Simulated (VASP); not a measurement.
# Au (Im-3m) in VASP: settings compared, part 2 of 3

VASP 6.6.1. The steps go on from the part before.

## (3) Relaxation of cell and atoms, revPBE

Contents of INCAR:

```
  PREC = Accurate
  ENCUT = 600
  EDIFF = 1E-6
  ISMEAR = -1
  SIGMA = 0.05
  LREAL = F
  LASPH = T
  NELM = 80
  ALGO = Normal
  ISIF = 3
  LWAVE = F
  LCHARG = F
  GGA = RE
  IBRION = 2
  NSW = 60
  EDIFFG = -0.01
```

Contents of KPOINTS:

```
Automatic mesh
0
Gamma
  11 11 11
```

Contents of POSCAR:

```
Au
1.0
   -1.6572690000      1.6572690000      1.6572690000
    1.6572690000     -1.6572690000      1.6572690000
    1.6572690000      1.6572690000     -1.6572690000
Au
1
Direct
    0.0000000000      0.0000000000      0.0000000000
```

Potentials or basis: VASP PAW PBE potentials, release 64 (Au).

Run with:

```console
cat potpaw_PBE.64/Au/POTCAR > POTCAR
mpirun -np 1 vasp_std > vasp.out
```

OUTCAR:

```text
PREC = Accurate
   ENCUT = 600
   EDIFF = 1E-6
   ISMEAR = -1
   LREAL = F
   LASPH = T
   NELM = 80
   ISIF = 3
   GGA = RE
   IBRION = 2
   NSW = 60
   EDIFFG = -0.01

 ion  position               nearest neighbor table
   1  0.000  0.000  0.000-

  LATTYP: Found a body centered cubic cell.
 ALAT       =     3.3145380000

  Lattice vectors:

 A1 = (  -1.6572690000,   1.6572690000,   1.6572690000)
 A2 = (   1.6572690000,  -1.6572690000,   1.6572690000)
 A3 = (   1.6572690000,   1.6572690000,  -1.6572690000)

Analysis of symmetry for initial positions (statically):
=====================================================================
 Subroutine PRICEL returns:
 Original cell was already a primitive cell.

 Routine SETGRP: Setting up the symmetry group for a
 body centered cubic supercell.

[... 244 lines left out ...]
 E-fermi :   8.1850     XC(G=0): -12.1754

 val. band max:        8.1789864483   @ k =  -0.3636   0.4545   0.0909
 cond. band min:       8.1868212592   @ k =  -0.3636   0.3636   0.2727
 fundamental gap:      0.0078348109
 Fermi energy:         8.1849547736

 k-point     1 :       0.0000    0.0000    0.0000
  band No.  band energies     occupation
      1      -0.7232      2.00000
      2       3.8400      2.00000
      3       3.8400      2.00000
      4       3.8400      2.00000
      5       5.5317      2.00000
      6       5.5317      2.00000
      7      24.7686      0.00000
      8      24.7686      0.00000
      9      24.7686      0.00000
[... 265 lines left out ...]
 k-point    24 :       0.3636    0.1818    0.0909
  band No.  band energies     occupation
      1       2.5723      2.00000
      2       3.0580      2.00000
      3       4.5737      2.00000
      4       5.5778      2.00000
      5       5.7482      2.00000
      6      11.1578      0.00000
      7      11.5061      0.00000
      8      16.9288      0.00000
      9      19.5352      0.00000

 [... further k-points ...]
[... 5 lines left out ...]
  --------------------------------------------------------------------------------------
  -------------------------------------------------------------------------------------
  Total       -0.0043339     -0.0043339     -0.0043339      0.0000000      0.0000000     -0.0000000
  in kB       -0.3762729     -0.3762729     -0.3762729      0.0000000      0.0000000     -0.0000000
  external PRESSURE =      -0.3762729 kB  Pullay stress =       0.0000000 kB
[... 16 lines left out ...]
  FREE ENERGIE OF THE ION-ELECTRON SYSTEM (eV)
  ---------------------------------------------------
  free  energy   TOTEN  =        -2.7150616579 eV

  energy  without entropy=       -2.7093845138  energy(sigma->0) =       -2.71222309

 reached required accuracy - stopping structural energy minimisation
```

OSZICAR:

```text
N       E                     dE             d eps       ncg     rms          rms(c)
DAV:   1     0.528748663518E+02    0.52875E+02   -0.62782E+03  1024   0.122E+03
DAV:   2    -0.242783204532E+01   -0.55303E+02   -0.52560E+02  1056   0.218E+02
[... 18 lines left out ...]
   2 F= -.27135922E+01 E0= -.27108336E+01  d E =0.176378E-03
       N       E                     dE             d eps       ncg     rms          rms(c)
DAV:   1    -0.274323786062E+01   -0.29646E-01   -0.57777E-01  1013   0.834E+00    0.103E+00
DAV:   2    -0.271588185001E+01    0.27356E-01   -0.10188E-01  1011   0.299E+00    0.363E-01
DAV:   3    -0.271502802455E+01    0.85383E-03   -0.43046E-03  1048   0.584E-01    0.285E-01
DAV:   4    -0.271506259412E+01   -0.34570E-04   -0.21248E-04  1067   0.127E-01    0.169E-02
DAV:   5    -0.271506165785E+01    0.93627E-06   -0.20013E-06  1024   0.153E-02
   3 F= -.27150617E+01 E0= -.27122231E+01  d E =-.129309E-02
```

Run time: 6.9 s. Hardware: 1 thread of Intel Xeon 6975P-C (Granite Rapids), shared host; peak memory 0.15 GiB.

Results:

- Free energy: -2.7151 eV
- Relaxed volume: 18.45 Å³/atom
- Relaxed cell: a = 2.883 Å, b = 2.883 Å, c = 2.883 Å, α = 109.47°, β = 109.47°, γ = 109.47°
- Space group after relaxing (to 0.05 Å): Im-3m (No. 229)
- Energy gained by relaxing: 1.3 meV/atom
- Ionic steps: 3
- Pressure after relaxing: 0.0 GPa

The path:
```tsv
step	energy change (eV)	largest force (eV/Å)	pressure (GPa)	volume (Å³)
1	0.0000	0.0000	1.71	18.21
2	0.0002	0.0000	-1.71	18.72
3	-0.0013	0.0000	-0.04	18.45
```

Final structure:
```
CELL_PARAMETERS angstrom
-1.66473 1.66473 1.66473
1.66473 -1.66473 1.66473
1.66473 1.66473 -1.66473
ATOMIC_POSITIONS crystal
Au 0.00000 0.00000 0.00000
```

Levels at points of the mesh, in eV from the Fermi level:
| k point | band 3 | band 4 | band 5 | band 6 | band 7 | band 8 |
| --- | --- | --- | --- | --- | --- | --- |
| (0.00, 0.00, 0.00) | -4.34 | -4.34 | -2.65 | -2.65 | 16.58 | 16.58 |

Caveat: the PAW data sets were made with another functional, which shifts forces and pressure a little; spin-orbit coupling is left out, which moves the levels of the heavy elements.

## (4) Relaxation of cell and atoms, BLYP

Contents of INCAR:

```
SYSTEM = Au
PREC = Accurate
ENCUT = 600
EDIFF = 1E-7
ISMEAR = -1
SIGMA = 0.05
LREAL = .False.
LASPH = .True.
NELM = 80
ALGO = Fast
ISIF = 3
LWAVE = .False.
LCHARG = .False.
GGA = B5
ALDAX = 1.0
AGGAX = 1.0
AGGAC = 1.0
ALDAC = 0.0
IBRION = 2
NSW = 60
EDIFFG = -0.01
```

Contents of KPOINTS:

```
regular mesh
0
Gamma
  11 11 11
  0 0 0
```

POSCAR is that of step 3.

Potentials or basis: VASP PAW PBE potentials, release 64 (Au).

Run with:

```console
cat potpaw_PBE.64/Au/POTCAR > POTCAR
mpirun -np 1 vasp_std > vasp.out
```

OUTCAR:

```text
SYSTEM = Au
   PREC = Accurate
   ENCUT = 600
   EDIFF = 1E-7
   ISMEAR = -1
   LREAL = .False.
   LASPH = .True.
   NELM = 80
   ISIF = 3
   GGA = B5
   IBRION = 2
   NSW = 60
   EDIFFG = -0.01

 ion  position               nearest neighbor table
   1  0.000  0.000  0.000-

  LATTYP: Found a body centered cubic cell.
 ALAT       =     3.3145380000

  Lattice vectors:

 A1 = (  -1.6572690000,   1.6572690000,   1.6572690000)
 A2 = (   1.6572690000,  -1.6572690000,   1.6572690000)
 A3 = (   1.6572690000,   1.6572690000,  -1.6572690000)

Analysis of symmetry for initial positions (statically):
=====================================================================
 Subroutine PRICEL returns:
 Original cell was already a primitive cell.

 Routine SETGRP: Setting up the symmetry group for a
 body centered cubic supercell.

 Subroutine GETGRP returns: Found 48 space group operations
 (whereof 48 operations were pure point group operations)
 out of a pool of 48 trial point group operations.

The static configuration has the point symmetry O_h .

Analysis of symmetry for dynamics (positions and initial velocities):
=====================================================================
 Subroutine PRICEL returns:
 Original cell was already a primitive cell.

 Routine SETGRP: Setting up the symmetry group for a
 body centered cubic supercell.

 Subroutine GETGRP returns: Found 48 space group operations
 (whereof 48 operations were pure point group operations)
 out of a pool of 48 trial point group operations.

The dynamic configuration has the point symmetry O_h .

 Subroutine INISYM returns: Found 48 space group operations
 (whereof 48 operations are pure point group operations),
 and found     1 'primitive' translations

----------------------------------------------------------------------------------------
[... 119 lines left out ...]
   IVDW    =     0    specifies the selected vdW correction
   LEPSILON=     F    determine dielectric tensor
   LRPA    =     F    only Hartree local field effects (RPA)
 conjugate gradient relaxation of ions
 non-spin polarized calculation
 RMM-DIIS sequential band-by-band and
  energy-cutoff  :      600.00
  volume of cell :       18.21
 maximum number of plane-waves:       621
   NGX = 11   NGY = 11   NGZ = 11

--------------------------------------- Ionic step        1  -------------------------------------------

 number of electron      10.9999998 magnetization

 Free energy of the ion-electron system (eV)
  ---------------------------------------------------
  ext. energy  EPLUGINS =         0.00000000
  ---------------------------------------------------
  free energy    TOTEN  =        -2.39923676 eV

  energy without entropy =       -2.39390031  energy(sigma->0) =       -2.39656853

------------------------ aborting loop because EDIFF is reached ----------------------------------------

  FORCE on cell =-STRESS in cart. coord.  units (eV):
  Direction    XX          YY          ZZ          XY          YZ          ZX
  --------------------------------------------------------------------------------------
  -------------------------------------------------------------------------------------
  Total        1.1130801      1.1130801      1.1130801      0.0000000     -0.0000000      0.0000000
  in kB       97.9485483     97.9485483     97.9485483      0.0000000     -0.0000000      0.0000000
  external PRESSURE =      97.9485483 kB  Pullay stress =       0.0000000 kB
[... 92 lines left out ...]
--------------------------------------- Ionic step        4  -------------------------------------------

 number of electron      11.0000002 magnetization

 Free energy of the ion-electron system (eV)
  ---------------------------------------------------
  ext. energy  EPLUGINS =         0.00000000
  ---------------------------------------------------
  free energy    TOTEN  =        -2.44002991 eV

  energy without entropy =       -2.43501069  energy(sigma->0) =       -2.43752030

 E-fermi :   7.7441     XC(G=0): -11.2605

 val. band max:        7.7362713715   @ k =  -0.3636   0.3636   0.2727
 cond. band min:       7.7485171309   @ k =  -0.3636   0.4545   0.0909
 fundamental gap:      0.0122457594
 Fermi energy:         7.7440716767

 k-point     1 :       0.0000    0.0000    0.0000
  band No.  band energies     occupation
      1      -0.5388      2.00000
      2       3.6348      2.00000
      3       3.6348      2.00000
      4       3.6348      2.00000
      5       5.1823      2.00000
      6       5.1823      2.00000
      7      24.4941      0.00000
      8      24.4941      0.00000
      9      24.4941      0.00000
[... 265 lines left out ...]
 k-point    24 :       0.3636    0.1818    0.0909
  band No.  band energies     occupation
      1       2.5313      2.00000
      2       2.9725      2.00000
      3       4.3996      2.00000
      4       5.2108      2.00000
      5       5.3649      2.00000
      6      10.3526      0.00000
      7      11.1037      0.00000
      8      16.2758      0.00000
      9      18.9027      0.00000

 [... further k-points ...]
[... 5 lines left out ...]
  --------------------------------------------------------------------------------------
  -------------------------------------------------------------------------------------
  Total        0.0071610      0.0071610      0.0071610      0.0000000      0.0000000     -0.0000000
  in kB        0.5839280      0.5839280      0.5839280      0.0000000      0.0000000     -0.0000000
  external PRESSURE =       0.5839280 kB  Pullay stress =       0.0000000 kB
[... 16 lines left out ...]
  FREE ENERGIE OF THE ION-ELECTRON SYSTEM (eV)
  ---------------------------------------------------
  free  energy   TOTEN  =        -2.4400299067 eV

  energy  without entropy=       -2.4350106873  energy(sigma->0) =       -2.43752030

 reached required accuracy - stopping structural energy minimisation
```

OSZICAR:

```text
N       E                     dE             d eps       ncg     rms          rms(c)
DAV:   1     0.536024986208E+02    0.53602E+02   -0.62689E+03  1024   0.122E+03
DAV:   2    -0.215140596826E+01   -0.55754E+02   -0.53015E+02  1059   0.219E+02
[... 44 lines left out ...]
DAV:   1    -0.244034912999E+01   -0.32248E-03   -0.65796E-03  1030   0.885E-01    0.110E-01
RMM:   2    -0.244003536301E+01    0.31377E-03   -0.63690E-04  1008   0.260E-01    0.351E-02
RMM:   3    -0.244002829308E+01    0.70699E-05   -0.37709E-05  1008   0.673E-02    0.295E-02
RMM:   4    -0.244003005409E+01   -0.17610E-05   -0.44812E-06  1005   0.231E-02    0.363E-03
RMM:   5    -0.244002988779E+01    0.16630E-06   -0.88219E-07  1004   0.947E-03    0.962E-04
RMM:   6    -0.244002990668E+01   -0.18883E-07   -0.13946E-07   713   0.342E-03
   4 F= -.24400299E+01 E0= -.24375203E+01  d E =-.407931E-01
```

CONTCAR:

```text
Au
   1.00000000000000
    -1.6998966794995067    1.6998966794995067    1.6998966794995067
     1.6998966794995067   -1.6998966794995067    1.6998966794995067
     1.6998966794995067    1.6998966794995067   -1.6998966794995067
  Au
     1
Direct
     0.0000000000000000    0.0000000000000000    0.0000000000000000

  0.00000000E+00  0.00000000E+00  0.00000000E+00
```

It took 27 s on 1 thread of Intel Xeon 6975P-C (Granite Rapids), shared host; peak memory 0.15 GiB.

Results:

```
Free energy                            : -2.4400 eV
Relaxed volume                         : 19.65 Å³/atom
Relaxed cell                           : a = 2.944 Å, b = 2.944 Å, c = 2.944 Å, α = 109.47°, β = 109.47°, γ = 109.47°
Space group after relaxing (to 0.05 Å) : Im-3m (No. 229)
Energy gained by relaxing              : 40.8 meV/atom
Ionic steps                            : 4
Pressure after relaxing                : 0.1 GPa
```

Step by step:
```
step  energy change (eV)  largest force (eV/Å)  pressure (GPa)  volume (Å³)
   1              0.0000                0.0000            9.79        18.21
   2             -0.0048                0.0000           -6.38        21.30
   3             -0.0408                0.0000           -0.10        19.68
   4             -0.0408                0.0000            0.06        19.65
```

Final structure:
```cif
data_structure
_symmetry_space_group_name_H-M 'P 1'
_symmetry_Int_Tables_number 1
_cell_length_a 2.9443
_cell_length_b 2.9443
_cell_length_c 2.9443
_cell_angle_alpha 109.471
_cell_angle_beta 109.471
_cell_angle_gamma 109.471
_cell_volume 19.65
loop_
_atom_site_label
_atom_site_type_symbol
_atom_site_fract_x
_atom_site_fract_y
_atom_site_fract_z
_atom_site_occupancy
Au1 Au 0.00000 0.00000 0.00000 1
```

Caveat: the PAW data sets were made with another functional, which shifts forces and pressure a little; spin-orbit coupling is left out, which moves the levels of the heavy elements.

(Continued in part 3 of 3.)
